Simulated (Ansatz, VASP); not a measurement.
**Two plane-wave programs on GaN**

The input INCAR:

```
PREC = Accurate
ENCUT = 520
EDIFF = 1E-8
ISMEAR = -1
SIGMA = 0.02
LREAL = False
LASPH = True
NELM = 60
ALGO = Normal
ISIF = 2
LWAVE = False
LCHARG = False
GGA = PS
LEFG = True
NBANDS = 16
```

File KPOINTS:

```
Automatic mesh
0
Gamma
  13 13 13
```

Contents of POSCAR:

```
GaN
1.0
    0.0000000000      1.9791271138      1.9791271138
    1.9791271138      0.0000000000      1.9791271138
    1.9791271138      1.9791271138      0.0000000000
Ga N
1 1
Direct
    0.5000000000      0.5000000000      0.5000000000
    0.0000000000      0.0000000000      0.0000000000
```

Input for Ansatz:

```yaml
crystal:
  lattice:
    - [0.0, 1.9791271138, 1.9791271138]
    - [1.9791271138, 0.0, 1.9791271138]
    - [1.9791271138, 1.9791271138, 0.0]
  atoms:
    - { symbol: Ga, position: [0.5, 0.5, 0.5] }
    - { symbol: "N", position: [0.0, 0.0, 0.0] }
kpoints:
  mp_grid: { grid: [13, 13, 13] }
scf:
  occupations: { method: fermi_dirac, width: 0.02 }
hamiltonian:
  xc: pbesol
  pseudopotentials: { kind: paw }
output:
  forces: true
  stress: true
  eigenvalues: true
  efg: { contact_densities: true }
```

Change from the starting cell: volume scaled by 0.98, PAW files.

Alike in both runs: task electric field gradients; functional PBEsol; k mesh 13 × 13 × 13; occupations fermi-dirac, width 0.02 eV; no spin polarisation.

```csv
,VASP,Ansatz
version,VASP 6.6.1,Ansatz 0.2.0
potentials or method,"VASP PAW PBE potentials, release 64 (Ga_d, N)","PAW with Ansatz's default frozen-core files, scalar-relativistic"
plane-wave cutoff (eV),520,420
valence electrons in the cell,18,18
```

|  | VASP | Ansatz | Ansatz less VASP |
| --- | --- | --- | --- |
| gap on the k mesh at the Fermi level (eV) | 1.96 | 1.97 | +0.011 |
| pressure (GPa) | 69.4 | 68.6 | -0.82 |

VASP's potentials were made for PBE, not for PBEsol. Both programs put the cell under a high pressure, so it lies far from rest at this level. The functional is the same, so the differences come from potentials, cutoffs and numerics.

Noted on VASP's run: the cell as given lies far from equilibrium.
